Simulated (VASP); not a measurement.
# Ru (P6_3/mmc) in VASP: single point with PBE

Aim: the single point of Ru with PBE.

Program: VASP 6.6.1. These are calculated values, not measurements. Logs are shortened: lines on timing, memory, paths and dates and some standing lists are left out, and cuts for length are marked.

### Step 1. The cell of the first run

The structure is hexagonal, space group P6_3/mmc (No. 194). Conventional cell: a = 2.704 Å, b = 2.704 Å, c = 4.282 Å, α = 90.00°, β = 90.00°, γ = 120.00°. Ru (site symmetry -6m2) has 12 Ru at 2.65 to 2.70 Å within 3.5 Å.

### Step 2. Single point, PBE

INCAR

```
SYSTEM = Ru
ALGO = Normal ; EDIFF = 1E-6
ENCUT = 520 ; GGA = PE
ISIF = 2 ; ISMEAR = 0
LASPH = .True. ; LCHARG = .False.
LREAL = .False. ; LWAVE = .False.
NBANDS = 21 ; NELM = 80
PREC = Accurate ; SIGMA = 0.1
```

KPOINTS

```
k-points
0
Gamma
  12 12 8
  0 0 0
```

POSCAR

```
Ru
1.0
    2.7038900000      0.0000000000      0.0000000000
   -1.3519450000      2.3416374290      0.0000000000
    0.0000000000      0.0000000000      4.2816800000
Ru
2
Direct
    0.3333333333      0.6666666667      0.2500000000
    0.6666666667      0.3333333333      0.7500000000
```

Potentials or basis: VASP PAW PBE potentials, release 64 (Ru_pv).

Launch:

```sh
cat potpaw_PBE.64/Ru_pv/POTCAR > POTCAR
mpirun -np 1 vasp_std > vasp.out
```

OUTCAR:

```text
SYSTEM = Ru
   EDIFF = 1E-6
   ENCUT = 520
   GGA = PE
   ISIF = 2
   ISMEAR = 0
   LASPH = .True.
   LREAL = .False.
   NELM = 80
   PREC = Accurate

 ion  position               nearest neighbor table
   1  0.333  0.667  0.250-   2 2.65   2 2.65   2 2.65   2 2.65   2 2.65   2 2.65
   2  0.667  0.333  0.750-   1 2.65   1 2.65   1 2.65   1 2.65   1 2.65   1 2.65

  LATTYP: Found a hexagonal cell.
 ALAT       =     2.7038900000
 C/A-ratio  =     1.5835259570

  Lattice vectors:

 A1 = (   2.7038900000,   0.0000000000,   0.0000000000)
 A2 = (  -1.3519450000,   2.3416374290,   0.0000000000)
 A3 = (   0.0000000000,   0.0000000000,   4.2816800000)

Analysis of symmetry for initial positions (statically):
=====================================================================
 Subroutine PRICEL returns:
 Original cell was already a primitive cell.

 Routine SETGRP: Setting up the symmetry group for a
 hexagonal supercell.

 Subroutine GETGRP returns: Found 24 space group operations
 (whereof 12 operations were pure point group operations)
 out of a pool of 24 trial point group operations.

The static configuration has the point symmetry D_3d.
 The point group associated with its full space group is D_6h.

Analysis of symmetry for dynamics (positions and initial velocities):
=====================================================================
 Subroutine PRICEL returns:
 Original cell was already a primitive cell.

 Routine SETGRP: Setting up the symmetry group for a
 hexagonal supercell.

 Subroutine GETGRP returns: Found 24 space group operations
 (whereof 12 operations were pure point group operations)
 out of a pool of 24 trial point group operations.

The dynamic configuration has the point symmetry D_3d.
 The point group associated with its full space group is D_6h.

 Subroutine INISYM returns: Found 24 space group operations
 (whereof 12 operations are pure point group operations),
 and found     1 'primitive' translations

----------------------------------------------------------------------------------------

                                     Primitive cell

  volume of cell :      27.1096

  direct lattice vectors                    reciprocal lattice vectors
     2.703890000  0.000000000  0.000000000     0.369837530  0.213525798  0.000000000
    -1.351945000  2.341637429  0.000000000     0.000000000  0.427051595  0.000000000
     0.000000000  0.000000000  4.281680000     0.000000000  0.000000000  0.233553185

  length of vectors
     2.703890000  2.703890000  4.281680000     0.427051595  0.427051595  0.233553185

  position of ions in fractional coordinates (direct lattice)
     0.333333333  0.666666667  0.250000000
     0.666666667  0.333333333  0.750000000

  ion indices of the primitive-cell ions
   primitive index   ion index
                 1           1
                 2           2

----------------------------------------------------------------------------------------

 KPOINTS: k-points

Automatic generation of k-mesh.
 Grid dimensions read from file:
 generate k-points for:   12   12    8

 Generating k-lattice:

  Cartesian coordinates                     Fractional coordinates (reciprocal lattice)
     0.030819794  0.017793816  0.000000000     0.083333333  0.000000000  0.000000000
     0.000000000  0.035587633  0.000000000     0.000000000  0.083333333  0.000000000
     0.000000000  0.000000000  0.029194148     0.000000000  0.000000000  0.125000000

  Length of vectors
     0.035587633  0.035587633  0.029194148

  Shift w.r.t. Gamma in fractional coordinates (k-lattice)
     0.000000000  0.000000000  0.000000000

 Subroutine IBZKPT returns following result:
 ===========================================

 Found     95 irreducible k-points:

 Following reciprocal coordinates:
            Coordinates               Weight
  0.000000  0.000000  0.000000      1.000000
  0.083333  0.000000  0.000000      6.000000
  0.166667  0.000000  0.000000      6.000000
  0.250000 -0.000000  0.000000      6.000000
  0.333333  0.000000  0.000000      6.000000
  0.416667  0.000000  0.000000      6.000000
[... 16 lines left out ...]
  0.250000 -0.000000  0.125000     12.000000
  0.333333  0.000000  0.125000     12.000000
 [... further k-points ...]
   k-points           NKPTS =     95   k-points in BZ     NKDIM =     95   number of bands    NBANDS=     21
   number of dos      NEDOS =    301   number of ions     NIONS =      2
   total plane-waves  NPLWV =  12800
   dimension x,y,z NGX =    20 NGY =   20 NGZ =   32
   dimension x,y,z NGXF=    40 NGYF=   40 NGZF=   64
   ions per type =               2
   NGX,Y,Z   is equivalent  to a cutoff of  12.30, 12.30, 12.42 a.u.
   NGXF,Y,Z  is equivalent  to a cutoff of  24.59, 24.59, 24.85 a.u.
 SYSTEM =  Ru
   PREC   = accura    normal or accurate (medium, high low for compatibility)
   ISTART =      0    job   : 0-new  1-cont  2-samecut
   ICHARG =      2    charge: 1-file 2-atom 10-const
   ISPIN  =      1    spin polarized calculation?
   LNONCOLLINEAR =      F non collinear calculations
   LSORBIT =      F    spin-orbit coupling
   LASPH  =      T    aspherical Exc in radial PAW
   ENCUT  =  520.0 eV  38.22 Ry    6.18 a.u.   5.03  5.03  7.96*2*pi/ulx,y,z
   NELM   =     80;   NELMIN=  2; NELMDL= -5     # of ELM steps
   EDIFF  = 0.1E-05   stopping-criterion for ELM
   LREAL  =      F    real-space projection
   EDIFFG = 0.1E-04   stopping-criterion for IOM
   NSW    =      0    number of steps for IOM
   IBRION =     -1    ionic relax: 0-MD 1-quasi-New 2-CG
   NFREE  =      0    steps in history (QN), initial steepest desc. (CG)
   ISIF   =      2    stress and relaxation
   ISYM   =      2    0-nonsym 1-usesym 2-fastsym
   POTIM  = 0.5000    time-step for ionic-motion
   TEBEG  =    0.0;   TEEND  =   0.0 temperature during run
   PSTRESS=    0.0 pullay stress
   NELECT =      28.0000    total number of electrons
   NUPDOWN=      -1.0000    fix difference up-down
   EMIN   =  10.00;   EMAX   =-10.00  energy-range for DOS
   EFERMI =   0.00;   METHOD = LEGACY
   ISMEAR =     0;   SIGMA  =   0.10  broadening in eV -4-tet -1-fermi 0-gaus
   EFERMI_NEDOS =   21; number of points for ismear=-14 and -15
   IALGO  =     38    algorithm
   IMIX   =      4    mixing-type and parameters
     AMIX     =   0.40;   BMIX     =  1.00
     AMIX_MAG =   1.60;   BMIX_MAG =  1.00
  volume/ion in A,a.u.               =      13.55        91.47
  Fermi-wavevector in a.u.,A,eV,Ry     =   1.654829  3.127174 37.259013  2.738460
  Thomas-Fermi vector in A             =   2.743030
   LORBIT       =      0    0 simple, 1 ext, 2 COOP (PROOUT), +10 PAW based schemes
   GGA     = PE    functional components
   LHFCALC =     F    Hartree Fock is set to
   AEXX    =    0.0000 exact exchange contribution
   IVDW    =     0    specifies the selected vdW correction
   LEPSILON=     F    determine dielectric tensor
   LRPA    =     F    only Hartree local field effects (RPA)
 non-spin polarized calculation
 Gauss-broadening in eV      SIGMA  =   0.10
  energy-cutoff  :      520.00
  volume of cell :       27.11
 maximum number of plane-waves:       752
 NGX is ok and might be reduce to    20
   NGX =  9   NGY =  9   NGZ = 15

 number of electron      28.0000008 magnetization

 Free energy of the ion-electron system (eV)
  ---------------------------------------------------
  ext. energy  EPLUGINS =         0.00000000
  ---------------------------------------------------
  free energy    TOTEN  =       -18.47629863 eV

  energy without entropy =      -18.46781391  energy(sigma->0) =      -18.47205627

 E-fermi :  12.9020     XC(G=0): -14.1303

 val. band max:       12.8976309029   @ k =   0.2500  -0.0000   0.3750
 cond. band min:      12.9117376882   @ k =   0.4167   0.0833   0.5000
 fundamental gap:      0.0141067853
 Fermi energy:        12.9019967480

 k-point     1 :       0.0000    0.0000    0.0000
  band No.  band energies     occupation
      1     -30.7824      2.00000
      2     -29.8504      2.00000
      3     -29.8504      2.00000
      4     -29.6801      2.00000
      5     -29.6801      2.00000
      6     -29.6347      2.00000
[... 13 lines left out ...]
     20      23.2836      0.00000
     21      23.3149      0.00000

 k-point     2 :       0.0833    0.0000    0.0000
  band No.  band energies     occupation
      1     -30.7587      2.00000
      2     -29.9009      2.00000
      3     -29.8674      2.00000
      4     -29.7327      2.00000
      5     -29.6871      2.00000
      6     -29.6457      2.00000
[... 13 lines left out ...]
     20      23.2836      0.00000
     21      23.3078      0.00000

 k-point     3 :       0.1667    0.0000    0.0000
  band No.  band energies     occupation
      1     -30.6907      2.00000
      2     -30.0388      2.00000
      3     -29.9123      2.00000
      4     -29.8736      2.00000
      5     -29.7073      2.00000
      6     -29.6788      2.00000
[... 13 lines left out ...]
     20      23.2836      0.00000
     21      23.2965      0.00000

 k-point     4 :       0.2500   -0.0000    0.0000
  band No.  band energies     occupation
      1     -30.5880      2.00000
      2     -30.2271      2.00000
      3     -30.0593      2.00000
      4     -29.9712      2.00000
      5     -29.7370      2.00000
      6     -29.7337      2.00000
[... 13 lines left out ...]
     20      23.2835      0.00000
     21      23.2903      0.00000

 k-point     5 :       0.3333    0.0000    0.0000
  band No.  band energies     occupation
      1     -30.4664      2.00000
      2     -30.4152      2.00000
      3     -30.2382      2.00000
      4     -30.0279      2.00000
      5     -29.8072      2.00000
      6     -29.7682      2.00000
[... 13 lines left out ...]
     20      23.2829      0.00000
     21      23.2846      0.00000
[... 382 lines left out ...]
     20      23.2836      0.00000
     21      23.9459      0.00000

 k-point    22 :       0.1667    0.0000    0.1250
  band No.  band energies     occupation
      1     -30.6600      2.00000
      2     -30.0269      2.00000
      3     -29.9046      2.00000
      4     -29.9023      2.00000
      5     -29.7152      2.00000
      6     -29.6954      2.00000
[... 13 lines left out ...]
     20      23.2836      0.00000
     21      23.9238      0.00000

 k-point    23 :       0.2500   -0.0000    0.1250
  band No.  band energies     occupation
      1     -30.5776      2.00000
      2     -30.2030      2.00000
      3     -30.0871      2.00000
      4     -29.9624      2.00000
      5     -29.7460      2.00000
      6     -29.7415      2.00000
[... 13 lines left out ...]
     20      23.2834      0.00000
     21      23.9974      0.00000

 k-point    24 :       0.3333    0.0000    0.1250
  band No.  band energies     occupation
      1     -30.5299      2.00000
      2     -30.3355      2.00000
      3     -30.2558      2.00000
      4     -30.0182      2.00000
      5     -29.8052      2.00000
      6     -29.7782      2.00000
[... 13 lines left out ...]
     20      23.2834      0.00000
     21      24.3049      0.00000

 [... further k-points ...]

------------------------ aborting loop because EDIFF is reached ----------------------------------------

  FORCE on cell =-STRESS in cart. coord.  units (eV):
  Direction    XX          YY          ZZ          XY          YZ          ZX
  --------------------------------------------------------------------------------------
  -------------------------------------------------------------------------------------
  Total        0.8647668      0.8647668      0.7117159      0.0000000      0.0000000      0.0000000
  in kB       51.1077464     51.1077464     42.0624299      0.0000000      0.0000000      0.0000000
  external PRESSURE =      48.0926409 kB  Pullay stress =       0.0000000 kB

 VOLUME and BASIS-vectors are now :
 -----------------------------------------------------------------------------
  energy-cutoff  :      520.00
  volume of cell :       27.11
      direct lattice vectors                 reciprocal lattice vectors
     2.703890000  0.000000000  0.000000000     0.369837530  0.213525798  0.000000000
    -1.351945000  2.341637429  0.000000000     0.000000000  0.427051595  0.000000000
     0.000000000  0.000000000  4.281680000     0.000000000  0.000000000  0.233553185

 POSITION                                       TOTAL-FORCE (eV/Angst)
 -----------------------------------------------------------------------------------
     -0.00000      1.56109      1.07042         0.000000      0.000000      0.000000
      1.35195      0.78055      3.21126        -0.000000     -0.000000      0.000000
 -----------------------------------------------------------------------------------
    total drift:                                0.000000     -0.000000      0.000000

  FREE ENERGIE OF THE ION-ELECTRON SYSTEM (eV)
  ---------------------------------------------------
  free  energy   TOTEN  =       -18.4762986289 eV

  energy  without entropy=      -18.4678139064  energy(sigma->0) =      -18.47205627
```

Wall time 43 s (1 thread of Intel Xeon 8259CL, shared host); peak memory 0.17 GiB.

What came out:

```
Free energy            : -18.4763 eV
Pressure               : 4.8 GPa
Band gap on the k mesh : zero (bands 14 and 15 overlap by 3.17 eV)
```

Caveat: the cell stands under pressure.
